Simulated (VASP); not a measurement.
# Al3GaN4 (P1) in VASP: single point with r2SCAN

Aim: the single point of Al3GaN4 with r2SCAN.

All numbers are computed with VASP 6.6.1; they aren't measurements. Logs are shortened: lines on timing, memory, paths and dates and some standing lists are left out, and cuts for length are marked.

**1. The cell of the first run**

The typed cell holds 8 atoms: a = 4.439 Å, b = 4.410 Å, c = 4.405 Å, α = 90.14°, β = 89.11°, γ = 91.08°.

**2. Single point, r2SCAN (atoms moved at random and the cell strained at random)**

POSCAR reads:

```
Al3GaN4
1.0
    4.4390974388     -0.0418229041      0.0344768395
   -0.0418229041      4.4094413770     -0.0053173086
    0.0344768395     -0.0053173086      4.4047424575
Al Ga N
3 1 4
Direct
    0.5036791857      0.5065850229     -0.0002055458
    0.5096357551      0.0022133625      0.5077810161
   -0.0079438237      0.4942871670      0.5047839430
   -0.0067109971     -0.0037193097     -0.0003422099
    0.7415267901      0.7462594662      0.2534804166
    0.7468880557      0.2621354903      0.7347035040
    0.2654541187      0.7446076759      0.7485955139
    0.2474709156      0.2476311250      0.2512033620
```

INCAR.step1 reads:

```
PREC = Accurate
ENCUT = 520
ISMEAR = 0
SIGMA = 0.05
LREAL = False
LASPH = True
NELM = 80
NBANDS = 31
GGA = PE
ALGO = Normal
EDIFF = 1E-4
LWAVE = True
LCHARG = False
```

INCAR.step2 reads:

```
PREC = Accurate
ENCUT = 520
EDIFF = 1E-7
ISMEAR = 0
SIGMA = 0.05
LREAL = False
LASPH = True
NELM = 80
ALGO = Normal
ISIF = 2
LWAVE = False
LCHARG = False
METAGGA = R2SCAN
LMIXTAU = True
NBANDS = 31
ISTART = 1
```

KPOINTS reads:

```
Automatic mesh
0
Gamma
  6 6 6
```

Potentials or basis: VASP PAW PBE potentials, release 64 (Al, Ga_d, N).

The run is started by

```bash
$ cat potpaw_PBE.64/Al/POTCAR potpaw_PBE.64/Ga_d/POTCAR potpaw_PBE.64/N/POTCAR > POTCAR
$ cp INCAR.step1 INCAR
$ mpirun -np 1 vasp_std > vasp.out
$ cp INCAR.step2 INCAR
$ mpirun -np 1 vasp_std > vasp.out
```

OUTCAR:

```text
PREC = Accurate
   ENCUT = 520
   EDIFF = 1E-7
   ISMEAR = 0
   LREAL = False
   LASPH = True
   NELM = 80
   ISIF = 2
   METAGGA = R2SCAN
   ISTART = 1

 ion  position               nearest neighbor table
   1  0.504  0.507  1.000-   5 1.86   7 1.88   6 1.92   8 1.93   4 3.03   3 3.05   2 3.08   2 3.10
                             2 3.12   3 3.13   3 3.15   2 3.16   3 3.17
   2  0.510  0.002  0.508-   6 1.84   7 1.87   5 1.89   8 1.97   3 3.02   4 3.07   4 3.08   1 3.08
                             1 3.10   1 3.12   3 3.13   4 3.13   1 3.16   3 3.18   3 3.19
   3  0.992  0.494  0.505-   6 1.79   8 1.93   5 1.95   7 1.96   2 3.02   1 3.05   4 3.10   4 3.10
                             4 3.12   2 3.13   1 3.13   4 3.14   1 3.15   1 3.17   2 3.18   2 3.19
   4  0.993  0.996  1.000-   5 1.91   8 1.93   7 1.98   6 2.01   1 3.03   2 3.07   2 3.08   3 3.10
                             3 3.10   3 3.12   2 3.13   3 3.14
   5  0.742  0.746  0.253-   1 1.86   2 1.89   4 1.91   3 1.95
   6  0.747  0.262  0.735-   3 1.79   2 1.84   1 1.92   4 2.01
   7  0.265  0.745  0.749-   2 1.87   1 1.88   3 1.96   4 1.98
   8  0.247  0.248  0.251-   4 1.93   3 1.93   1 1.93   2 1.97

  LATTYP: Found a triclinic cell.
 ALAT       =     4.4048805935
 B/A-ratio  =     1.4086503275
 C/A-ratio  =     1.7338450346
 COS(alpha) =     0.0003459508
 COS(beta)  =     0.5843867907
 COS(gamma) =     0.6987355474

  Lattice vectors:

 A1 = (  -0.0344768395,   0.0053173086,  -4.4047424575)
 A2 = (   4.4046205993,  -0.0365055955,  -4.3702656180)
 A3 = (  -4.4317513742,  -4.3623011643,  -4.4339019884)

Analysis of symmetry for initial positions (statically):
=====================================================================
 Subroutine PRICEL returns:
 Original cell was already a primitive cell.

 Routine SETGRP: Setting up the symmetry group for a
 triclinic supercell.

 Subroutine GETGRP returns: Found  1 space group operations
 (whereof  1 operations were pure point group operations)
 out of a pool of  2 trial point group operations.

The static configuration has the point symmetry C_1 .

Analysis of symmetry for dynamics (positions and initial velocities):
=====================================================================
 Subroutine PRICEL returns:
 Original cell was already a primitive cell.

 Routine SETGRP: Setting up the symmetry group for a
 triclinic supercell.

 Subroutine GETGRP returns: Found  1 space group operations
 (whereof  1 operations were pure point group operations)
 out of a pool of  2 trial point group operations.

The dynamic configuration has the point symmetry C_1 .

 Subroutine INISYM returns: Found  1 space group operations
 (whereof  1 operations are pure point group operations),
 and found     1 'primitive' translations

----------------------------------------------------------------------------------------

                                     Primitive cell

  volume of cell :      86.2051

  direct lattice vectors                    reciprocal lattice vectors
     4.439097439 -0.041822904  0.034476840     0.225304808  0.002134860 -0.001760931
    -0.041822904  4.409441377 -0.005317309     0.002134860  0.226806656  0.000257086
     0.034476840 -0.005317309  4.404742458    -0.001760931  0.000257086  0.227042123

  length of vectors
     4.439428328  4.409642920  4.404880594     0.225321803  0.226816849  0.227049097

  position of ions in fractional coordinates (direct lattice)
     0.503679186  0.506585023  0.999794454
     0.509635755  0.002213363  0.507781016
     0.992056176  0.494287167  0.504783943
     0.993289003  0.996280690  0.999657790
     0.741526790  0.746259466  0.253480417
     0.746888056  0.262135490  0.734703504
     0.265454119  0.744607676  0.748595514
     0.247470916  0.247631125  0.251203362

  ion indices of the primitive-cell ions
   primitive index   ion index
                 1           1
                 2           2
                 3           3
                 4           4
                 5           5
                 6           6
                 7           7
                 8           8

----------------------------------------------------------------------------------------

 KPOINTS: Automatic mesh

Automatic generation of k-mesh.
 Grid dimensions read from file:
 generate k-points for:    6    6    6

 Generating k-lattice:

  Cartesian coordinates                     Fractional coordinates (reciprocal lattice)
     0.037550801  0.000355810 -0.000293488     0.166666667 -0.000000000  0.000000000
     0.000355810  0.037801109  0.000042848    -0.000000000  0.166666667 -0.000000000
    -0.000293488  0.000042848  0.037840354     0.000000000 -0.000000000  0.166666667

  Length of vectors
     0.037553634  0.037802808  0.037841516

  Shift w.r.t. Gamma in fractional coordinates (k-lattice)
     0.000000000  0.000000000  0.000000000

 Subroutine IBZKPT returns following result:
 ===========================================

 Found    112 irreducible k-points:

 Following reciprocal coordinates:
            Coordinates               Weight
  0.000000  0.000000  0.000000      1.000000
  0.166667  0.000000  0.000000      2.000000
  0.333333  0.000000  0.000000      2.000000
  0.500000 -0.000000  0.000000      1.000000
 -0.000000  0.166667  0.000000      2.000000
  0.166667  0.166667  0.000000      2.000000
[... 16 lines left out ...]
  0.333333  0.000000  0.166667      2.000000
  0.500000 -0.000000  0.166667      2.000000
 [... further k-points ...]
   k-points           NKPTS =    112   k-points in BZ     NKDIM =    112   number of bands    NBANDS=     31
   number of dos      NEDOS =    301   number of ions     NIONS =      8
   total plane-waves  NPLWV =  46656
   dimension x,y,z NGX =    36 NGY =   36 NGZ =   36
   dimension x,y,z NGXF=    72 NGYF=   72 NGZF=   72
   ions per type =               3   1   4
   NGX,Y,Z   is equivalent  to a cutoff of  13.48, 13.57, 13.59 a.u.
   NGXF,Y,Z  is equivalent  to a cutoff of  26.96, 27.14, 27.17 a.u.
 SYSTEM =  unknown system
   PREC   = accura    normal or accurate (medium, high low for compatibility)
   ISTART =      1    job   : 0-new  1-cont  2-samecut
   ICHARG =      0    charge: 1-file 2-atom 10-const
   ISPIN  =      1    spin polarized calculation?
   LNONCOLLINEAR =      F non collinear calculations
   LSORBIT =      F    spin-orbit coupling
   LASPH  =      T    aspherical Exc in radial PAW
   ENCUT  =  520.0 eV  38.22 Ry    6.18 a.u.   8.25  8.20  8.19*2*pi/ulx,y,z
   NELM   =     80;   NELMIN=  2; NELMDL=  0     # of ELM steps
   EDIFF  = 0.1E-06   stopping-criterion for ELM
   LREAL  =      F    real-space projection
   EDIFFG = 0.1E-05   stopping-criterion for IOM
   NSW    =      0    number of steps for IOM
   IBRION =     -1    ionic relax: 0-MD 1-quasi-New 2-CG
   NFREE  =      0    steps in history (QN), initial steepest desc. (CG)
   ISIF   =      2    stress and relaxation
   ISYM   =      2    0-nonsym 1-usesym 2-fastsym
   POTIM  = 0.5000    time-step for ionic-motion
   TEBEG  =    0.0;   TEEND  =   0.0 temperature during run
   PSTRESS=    0.0 pullay stress
   NELECT =      42.0000    total number of electrons
   NUPDOWN=      -1.0000    fix difference up-down
   EMIN   =  10.00;   EMAX   =-10.00  energy-range for DOS
   EFERMI =   0.00;   METHOD = LEGACY
   ISMEAR =     0;   SIGMA  =   0.05  broadening in eV -4-tet -1-fermi 0-gaus
   EFERMI_NEDOS =   21; number of points for ismear=-14 and -15
   IALGO  =     38    algorithm
   IMIX   =      4    mixing-type and parameters
     AMIX     =   0.40;   BMIX     =  1.00
     AMIX_MAG =   1.60;   BMIX_MAG =  1.00
  volume/ion in A,a.u.               =      10.78        72.72
  Fermi-wavevector in a.u.,A,eV,Ry     =   1.288191  2.434328 22.577998  1.659436
  Thomas-Fermi vector in A             =   2.420160
   LORBIT       =      0    0 simple, 1 ext, 2 COOP (PROOUT), +10 PAW based schemes
   METAGGA = R2SCAN    functional components
   LHFCALC =     F    Hartree Fock is set to
   AEXX    =    0.0000 exact exchange contribution
   IVDW    =     0    specifies the selected vdW correction
   LEPSILON=     F    determine dielectric tensor
   LRPA    =     F    only Hartree local field effects (RPA)
 non-spin polarized calculation
 Gauss-broadening in eV      SIGMA  =   0.05
  energy-cutoff  :      520.00
  volume of cell :       86.21
 maximum number of plane-waves:      2339
 NGX is ok and might be reduce to    36
   NGX = 17   NGY = 17   NGZ = 17

 number of electron      42.0000002 magnetization

 Free energy of the ion-electron system (eV)
  ---------------------------------------------------
  ext. energy  EPLUGINS =         0.00000000
  ---------------------------------------------------
  free energy    TOTEN  =       -79.15917411 eV

  energy without entropy =      -79.15917411  energy(sigma->0) =      -79.15917411

 E-fermi :   5.7719     XC(G=0): -11.6981

 val. band max:        5.4764242050   @ k =   0.0000   0.0000   0.0000
 cond. band min:       8.9549806360   @ k =   0.0000   0.0000   0.0000
 fundamental gap:      3.4785564310
 Fermi energy:         5.7718679016

 k-point     1 :       0.0000    0.0000    0.0000
  band No.  band energies     occupation
      1     -10.5569      2.00000
      2      -8.8119      2.00000
      3      -8.6460      2.00000
      4      -8.5521      2.00000
      5      -7.6041      2.00000
      6      -7.5975      2.00000
[... 23 lines left out ...]
     30      18.1232      0.00000
     31      18.3509      0.00000

 k-point     2 :       0.1667    0.0000    0.0000
  band No.  band energies     occupation
      1     -10.4367      2.00000
      2      -8.8227      2.00000
      3      -8.7211      2.00000
      4      -8.5588      2.00000
      5      -7.6028      2.00000
      6      -7.5935      2.00000
[... 23 lines left out ...]
     30      18.2675      0.00000
     31      18.3505      0.00000

 k-point     3 :       0.3333    0.0000    0.0000
  band No.  band energies     occupation
      1     -10.1079      2.00000
      2      -9.0161      2.00000
      3      -8.8077      2.00000
      4      -8.5721      2.00000
      5      -7.6001      2.00000
      6      -7.5824      2.00000
[... 23 lines left out ...]
     30      17.9428      0.00000
     31      18.4391      0.00000

 k-point     4 :       0.5000   -0.0000    0.0000
  band No.  band energies     occupation
      1      -9.7980      2.00000
      2      -9.3084      2.00000
      3      -8.8150      2.00000
      4      -8.5786      2.00000
      5      -7.5988      2.00000
      6      -7.5687      2.00000
[... 23 lines left out ...]
     30      17.3493      0.00000
     31      17.4561      0.00000

 k-point     5 :      -0.0000    0.1667    0.0000
  band No.  band energies     occupation
      1     -10.4325      2.00000
      2      -8.8673      2.00000
      3      -8.6577      2.00000
      4      -8.5803      2.00000
      5      -7.6009      2.00000
      6      -7.5948      2.00000
[... 23 lines left out ...]
     30      18.1520      0.00000
     31      18.4681      0.00000
[... 542 lines left out ...]
     30      18.0799      0.00000
     31      18.4494      0.00000

 k-point    22 :       0.1667   -0.0000    0.1667
  band No.  band energies     occupation
      1     -10.3227      2.00000
      2      -8.8777      2.00000
      3      -8.7086      2.00000
      4      -8.5891      2.00000
      5      -7.5993      2.00000
      6      -7.5909      2.00000
[... 23 lines left out ...]
     30      18.0969      0.00000
     31      18.4454      0.00000

 k-point    23 :       0.3333    0.0000    0.1667
  band No.  band energies     occupation
      1     -10.0152      2.00000
      2      -8.9931      2.00000
      3      -8.8325      2.00000
      4      -8.5942      2.00000
      5      -7.5967      2.00000
      6      -7.5800      2.00000
[... 23 lines left out ...]
     30      17.3058      0.00000
     31      17.4808      0.00000

 k-point    24 :       0.5000   -0.0000    0.1667
  band No.  band energies     occupation
      1      -9.7234      2.00000
      2      -9.2393      2.00000
      3      -8.8564      2.00000
      4      -8.5963      2.00000
      5      -7.5953      2.00000
      6      -7.5685      2.00000
[... 23 lines left out ...]
     30      16.9171      0.00000
     31      17.0833      0.00000

 [... further k-points ...]

------------------------ aborting loop because EDIFF is reached ----------------------------------------

  FORCE on cell =-STRESS in cart. coord.  units (eV):
  Direction    XX          YY          ZZ          XY          YZ          ZX
  --------------------------------------------------------------------------------------
  -------------------------------------------------------------------------------------
  Total       -1.0746021     -0.3640980     -0.3986837      3.2771297     -0.2595951     -2.0257760
  in kB      -19.9721705     -6.7669955     -7.4097927     60.9075613     -4.8247422    -37.6503492
  external PRESSURE =     -11.3829862 kB  Pullay stress =       0.0000000 kB

 VOLUME and BASIS-vectors are now :
 -----------------------------------------------------------------------------
  energy-cutoff  :      520.00
  volume of cell :       86.21
      direct lattice vectors                 reciprocal lattice vectors
     4.439097439 -0.041822904  0.034476840     0.225304808  0.002134860 -0.001760931
    -0.041822904  4.409441377 -0.005317309     0.002134860  0.226806656  0.000257086
     0.034476840 -0.005317309  4.404742458    -0.001760931  0.000257086  0.227042123

 POSITION                                       TOTAL-FORCE (eV/Angst)
 -----------------------------------------------------------------------------------
      2.24916      2.20738      4.41851        -0.753249     -0.756770      0.169517
      2.27974     -0.01425      2.25420        -1.226059     -0.026478     -1.031720
      4.40056      2.13536      2.25502         1.715678      1.063471     -1.184941
      4.40210      4.34618      4.43218         0.760081      0.333631     -0.332759
      3.26924      3.25823      1.13811         0.231658     -0.344774      0.647513
      3.32988      1.12073      3.26054        -0.582354     -0.664089      1.533483
      1.17304      3.26822      3.30256        -0.859301     -0.168190     -0.317254
      1.09685      1.08023      1.11370         0.713546      0.563198      0.516160
 -----------------------------------------------------------------------------------
    total drift:                               -0.001050      0.015262      0.003730

  FREE ENERGIE OF THE ION-ELECTRON SYSTEM (eV)
  ---------------------------------------------------
  free  energy   TOTEN  =       -79.1591741071 eV

  energy  without entropy=      -79.1591741071  energy(sigma->0) =      -79.15917411
```

It took 44 min on 1 thread of AMD EPYC, shared host; peak memory 0.36 GiB.

Results:

- Free energy: -79.1592 eV
- Pressure: -1.1 GPa
- Largest force: 2.341 eV/Å
- Band gap on the k mesh: 3.48 eV

Forces in eV/Å, atoms in the order of the input:
```
Al  -0.753 -0.757  0.170
Al  -1.226 -0.026 -1.032
Al   1.716  1.063 -1.185
Ga   0.760  0.334 -0.333
N    0.232 -0.345  0.648
N   -0.582 -0.664  1.533
N   -0.859 -0.168 -0.317
N    0.714  0.563  0.516
```

Stress tensor (GPa, compression positive):
```
-2.00  6.09 -3.77
 6.09 -0.68 -0.48
-3.77 -0.48 -0.74
```

Levels at points of the mesh, in eV from the valence-band top:
```
           k point  band 17  band 18  band 19  band 20  band 21  band 22  band 23  band 24  band 25  band 26
(0.00, 0.00, 0.00)    -2.03    -1.94    -0.14    -0.06     0.00     3.48     3.77     4.08     4.27     7.63
(0.50, 0.00, 0.00)    -2.71    -1.57    -1.31    -1.01    -0.73     5.83     6.30     6.46     6.85     9.08
(0.00, 0.50, 0.00)    -2.55    -1.42    -1.22    -1.09    -0.97     5.87     6.10     6.73     6.86     9.07
(0.50, 0.50, 0.00)    -2.37    -1.06    -0.73    -0.64    -0.49     7.54     7.97     8.15     8.65     8.76
(0.00, 0.00, 0.50)    -2.57    -1.42    -1.30    -1.14    -0.88     5.85     6.18     6.73     6.84     9.07
(0.50, 0.00, 0.50)    -2.32    -1.01    -0.68    -0.63    -0.56     7.58     8.10     8.13     8.51     8.66
(0.00, 0.50, 0.50)    -2.50    -1.11    -0.82    -0.50    -0.31     7.48     8.01     8.38     8.65     8.72
(0.50, 0.50, 0.50)    -0.69    -0.61    -0.48    -0.40    -0.20     5.94     7.49     7.62     7.69     9.92
```

Caveat: the cell differs from its parent crystal (atoms moved at random and the cell strained at random); the PAW data sets were made with another functional, which shifts forces and pressure a little. A k mesh can miss the band edges.
